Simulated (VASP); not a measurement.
# AlN (P6_3/mmc) in VASP: notebook, part 2 of 2

VASP 6.6.1.

## 4. Single point, PBEsol

This run uses another cell than the first one, of 8.84 Å³/atom.

Input file INCAR:

```
SYSTEM = AlN
PREC = Accurate ; ENCUT = 520
EDIFF = 1E-6 ; ISMEAR = 0
SIGMA = 0.05 ; LREAL = .False.
LASPH = .True. ; NELM = 80
ALGO = Normal ; ISIF = 2
LWAVE = .False. ; LCHARG = .True.
GGA = PS ; LELF = .True.
LVHAR = .True. ; NBANDS = 16
```

Input file KPOINTS:

```
regular mesh
0
Gamma
  9 9 6
  0 0 0
```

Input file POSCAR:

```
AlN
1.0
    3.2222000000      0.0000000000      0.0000000000
   -1.6111000000      2.7905070561      0.0000000000
    0.0000000000      0.0000000000      3.9330000000
Al N
2 2
Direct
    0.3333333333      0.6666666667      0.7500000000
    0.6666666667      0.3333333333      0.2500000000
    0.3333333333      0.6666666667      0.2500000000
    0.6666666667      0.3333333333      0.7500000000
```

Potentials or basis: VASP PAW PBE potentials, release 64 (Al, N).

Started as:

```console
$ cat potpaw_PBE.64/Al/POTCAR potpaw_PBE.64/N/POTCAR > POTCAR
$ mpirun -np 1 vasp_std > vasp.out
```

OUTCAR:

```text
SYSTEM = AlN
   PREC = Accurate
   ENCUT = 520
   EDIFF = 1E-6
   ISMEAR = 0
   LREAL = .False.
   LASPH = .True.
   NELM = 80
   ISIF = 2
   GGA = PS

 ion  position               nearest neighbor table
   1  0.333  0.667  0.750-   4 1.86   4 1.86   4 1.86   3 1.97   3 1.97   2 2.71   2 2.71   2 2.71
                             2 2.71   2 2.71   2 2.71
   2  0.667  0.333  0.250-   3 1.86   3 1.86   3 1.86   4 1.97   4 1.97   1 2.71   1 2.71   1 2.71
                             1 2.71   1 2.71   1 2.71
   3  0.333  0.667  0.250-   2 1.86   2 1.86   2 1.86   1 1.97   1 1.97
   4  0.667  0.333  0.750-   1 1.86   1 1.86   1 1.86   2 1.97   2 1.97

  LATTYP: Found a hexagonal cell.
 ALAT       =     3.2222000000
 C/A-ratio  =     1.2205946248

  Lattice vectors:

 A1 = (   3.2222000000,   0.0000000000,   0.0000000000)
 A2 = (  -1.6111000000,   2.7905070561,   0.0000000000)
 A3 = (   0.0000000000,   0.0000000000,   3.9330000000)

Analysis of symmetry for initial positions (statically):
=====================================================================
 Subroutine PRICEL returns:
 Original cell was already a primitive cell.

 Routine SETGRP: Setting up the symmetry group for a
 hexagonal supercell.

 Subroutine GETGRP returns: Found 24 space group operations
 (whereof 12 operations were pure point group operations)
 out of a pool of 24 trial point group operations.

The static configuration has the point symmetry D_3d.
 The point group associated with its full space group is D_6h.

Analysis of symmetry for dynamics (positions and initial velocities):
=====================================================================
 Subroutine PRICEL returns:
 Original cell was already a primitive cell.

 Routine SETGRP: Setting up the symmetry group for a
 hexagonal supercell.

 Subroutine GETGRP returns: Found 24 space group operations
 (whereof 12 operations were pure point group operations)
 out of a pool of 24 trial point group operations.

The dynamic configuration has the point symmetry D_3d.
 The point group associated with its full space group is D_6h.
[... 126 lines left out ...]
  Thomas-Fermi vector in A             =   2.390478
   LORBIT       =      0    0 simple, 1 ext, 2 COOP (PROOUT), +10 PAW based schemes
   GGA     = PS    functional components
   LHFCALC =     F    Hartree Fock is set to
   AEXX    =    0.0000 exact exchange contribution
   IVDW    =     0    specifies the selected vdW correction
   LEPSILON=     F    determine dielectric tensor
   LRPA    =     F    only Hartree local field effects (RPA)
 non-spin polarized calculation
 Gauss-broadening in eV      SIGMA  =   0.05
  energy-cutoff  :      520.00
  volume of cell :       35.36
 maximum number of plane-waves:       972
 NGX is ok and might be reduce to    24
   NGX = 11   NGY = 11   NGZ = 15

 number of electron      16.0000003 magnetization

 Free energy of the ion-electron system (eV)
  ---------------------------------------------------
  ext. energy  EPLUGINS =         0.00000000
  ---------------------------------------------------
  free energy    TOTEN  =       -30.65920697 eV

  energy without entropy =      -30.65920697  energy(sigma->0) =      -30.65920697

 E-fermi :   9.3348     XC(G=0): -11.8797

 val. band max:        9.1023684085   @ k =   0.0000   0.0000   0.0000
 cond. band min:      13.1959621415   @ k =   0.0000   0.0000   0.0000
 fundamental gap:      4.0935937329
 Fermi energy:         9.3348231438

 k-point     1 :       0.0000    0.0000    0.0000
  band No.  band energies     occupation
      1      -8.5109      2.00000
      2      -4.0274      2.00000
      3       1.6619      2.00000
      4       5.4740      2.00000
      5       5.4740      2.00000
      6       7.4448      2.00000
[... 433 lines left out ...]
      3       1.8878      2.00000
      4       3.2496      2.00000
      5       3.2496      2.00000
      6       6.1004      2.00000
[... 8 lines left out ...]
     15      21.1794      0.00000
     16      23.6324      0.00000

 [... further k-points ...]

------------------------ aborting loop because EDIFF is reached ----------------------------------------

  FORCE on cell =-STRESS in cart. coord.  units (eV):
  Direction    XX          YY          ZZ          XY          YZ          ZX
  --------------------------------------------------------------------------------------
  -------------------------------------------------------------------------------------
  Total        5.2717677      5.2717677      6.5821072      0.0000000     -0.0000000      0.0000000
  in kB      238.8401230    238.8401230    298.2057185      0.0000000     -0.0000000      0.0000000
  external PRESSURE =     258.6286549 kB  Pullay stress =       0.0000000 kB

 VOLUME and BASIS-vectors are now :
 -----------------------------------------------------------------------------
  energy-cutoff  :      520.00
  volume of cell :       35.36
      direct lattice vectors                 reciprocal lattice vectors
     3.222200000  0.000000000  0.000000000     0.310346968  0.179178905  0.000000000
    -1.611100000  2.790507056  0.000000000     0.000000000  0.358357811  0.000000000
     0.000000000  0.000000000  3.933000000     0.000000000  0.000000000  0.254258835

 POSITION                                       TOTAL-FORCE (eV/Angst)
 -----------------------------------------------------------------------------------
     -0.00000      1.86034      2.94975         0.000000     -0.000000      0.000000
      1.61110      0.93017      0.98325        -0.000000      0.000000      0.000000
     -0.00000      1.86034      0.98325         0.000000      0.000000      0.000000
      1.61110      0.93017      2.94975        -0.000000     -0.000000      0.000000
 -----------------------------------------------------------------------------------
    total drift:                                0.000000     -0.000000      0.000000

  FREE ENERGIE OF THE ION-ELECTRON SYSTEM (eV)
  ---------------------------------------------------
  free  energy   TOTEN  =       -30.6592069687 eV

  energy  without entropy=      -30.6592069687  energy(sigma->0) =      -30.65920697
```

OSZICAR:

```text
N       E                     dE             d eps       ncg     rms          rms(c)
DAV:   1     0.432439558434E+02    0.43244E+02   -0.75837E+03  1536   0.914E+02
DAV:   2    -0.323025077184E+02   -0.75546E+02   -0.67964E+02  2248   0.197E+02
DAV:   3    -0.353171237186E+02   -0.30146E+01   -0.30029E+01  1864   0.404E+01
DAV:   4    -0.353336662067E+02   -0.16542E-01   -0.16541E-01  1920   0.332E+00
DAV:   5    -0.353338768695E+02   -0.21066E-03   -0.21066E-03  1824   0.379E-01    0.121E+01
DAV:   6    -0.307738445774E+02    0.45600E+01   -0.82156E+00  1968   0.220E+01    0.432E+00
DAV:   7    -0.307026509847E+02    0.71194E-01   -0.81616E-01  1872   0.631E+00    0.299E+00
DAV:   8    -0.306667245118E+02    0.35926E-01   -0.10261E-01  1672   0.252E+00    0.754E-01
DAV:   9    -0.306589489649E+02    0.77755E-02   -0.19712E-02  1912   0.110E+00    0.249E-01
DAV:  10    -0.306593057759E+02   -0.35681E-03   -0.19234E-03  1808   0.302E-01    0.170E-01
DAV:  11    -0.306592096010E+02    0.96175E-04   -0.14173E-04  1864   0.917E-02    0.374E-02
DAV:  12    -0.306592074502E+02    0.21508E-05   -0.83955E-06  1872   0.218E-02    0.612E-03
DAV:  13    -0.306592069687E+02    0.48151E-06   -0.15713E-06  1384   0.948E-03
   1 F= -.30659207E+02 E0= -.30659207E+02  d E =-.238167E-13
```

Run time: 16 s. Hardware: 1 thread of Intel Xeon Platinum 8259CL at 2.50GHz (Skylake/Cascade Lake), shared host; peak memory 0.15 GiB.

What came out:

```yaml
Free_energy: -30.6592 eV
Pressure: 25.9 GPa
Band_gap_on_the_k_mesh: 4.09 eV
```

Caveat: the cell stands under pressure; the PAW data sets were made with another functional, which shifts forces and pressure a little; an odd mesh through Γ misses points on the zone boundary, where band edges can lie.

## 5. Single point, PBEsol

This run uses another cell than the first one, of 8.82 Å³/atom.

Input file INCAR:

```
  PREC = Accurate
  ENCUT = 520
  EDIFF = 1E-6
  ISMEAR = 0
  SIGMA = 0.05
  LREAL = False
  LASPH = True
  NELM = 100
  ALGO = Normal
  ISIF = 2
  LWAVE = False
  LCHARG = False
  GGA = PS
  NBANDS = 16
```

Input file KPOINTS:

```
Automatic mesh
0
Gamma
  9 9 6
```

Input file POSCAR:

```
AlN
1.0
    3.2024000000      0.0000000000      0.0000000000
   -1.6012000000      2.7733597531      0.0000000000
    0.0000000000      0.0000000000      3.9744000000
Al N
2 2
Direct
    0.3333333333      0.6666666667      0.7500000000
    0.6666666667      0.3333333333      0.2500000000
    0.3333333333      0.6666666667      0.2500000000
    0.6666666667      0.3333333333      0.7500000000
```

Started as:

```console
$ cat potpaw_PBE.64/Al/POTCAR potpaw_PBE.64/N/POTCAR > POTCAR
$ mpirun -np 1 vasp_std > vasp.out
```

Wall time 17 s (1 thread of Intel Xeon Platinum 8259CL at 2.50GHz (Skylake/Cascade Lake), shared host); peak memory 0.15 GiB.

It converged, with:

```
Free energy            : -30.6551 eV
Pressure               : 26.6 GPa
Band gap on the k mesh : 4.09 eV
```

Stress tensor (GPa, compression positive):
```
26.79  0.00  0.00
 0.00 26.79  0.00
 0.00  0.00 26.34
```

Levels at points of the mesh, in eV from the valence-band top:
```tsv
k point	band 6	band 7	band 8	band 9	band 10	band 11
(0.00, 0.00, 0.00)	-1.76	-1.76	0.00	4.09	5.33	8.76
(0.00, 0.00, 0.50)	-2.75	-2.75	-2.75	6.34	6.34	8.82
```

Caveat: the cell stands under pressure; the PAW data sets were made with another functional, which shifts forces and pressure a little; an odd mesh through Γ misses points on the zone boundary, where band edges can lie.

## 6. Overview

| cell | gap on the mesh (eV) | pressure (GPa) |
| --- | --- | --- |
| a = 3.401, b = 3.401, c = 4.306 Å, angles 90.0, 90.0, 120.0°, 4 atoms | 2.59 | -17.3 |
| a = 3.202, b = 3.202, c = 3.933 Å, angles 90.0, 90.0, 120.0°, 4 atoms | 4.17 | 29.9 |
| a = 3.222, b = 3.222, c = 3.933 Å, angles 90.0, 90.0, 120.0°, 4 atoms | 4.09 | 25.9 |
| a = 3.202, b = 3.202, c = 3.974 Å, angles 90.0, 90.0, 120.0°, 4 atoms | 4.09 | 26.6 |

Alike in all rows: task single point; level PBEsol; potentials or basis VASP PAW PBE potentials, release 64 (Al, N); no spin polarisation; k mesh 9 × 9 × 6; cutoff (eV) 520; smearing gaussian 0.05 eV.

Caveats: the PAW data sets were made with another functional, which shifts forces and pressure a little; the cell stands under pressure (at least some runs); an odd mesh through Γ misses points on the zone boundary, where band edges can lie (at least some runs); the cell stands under tension (at least some runs).

Absolute energies hang on the potentials; compare differences alone.
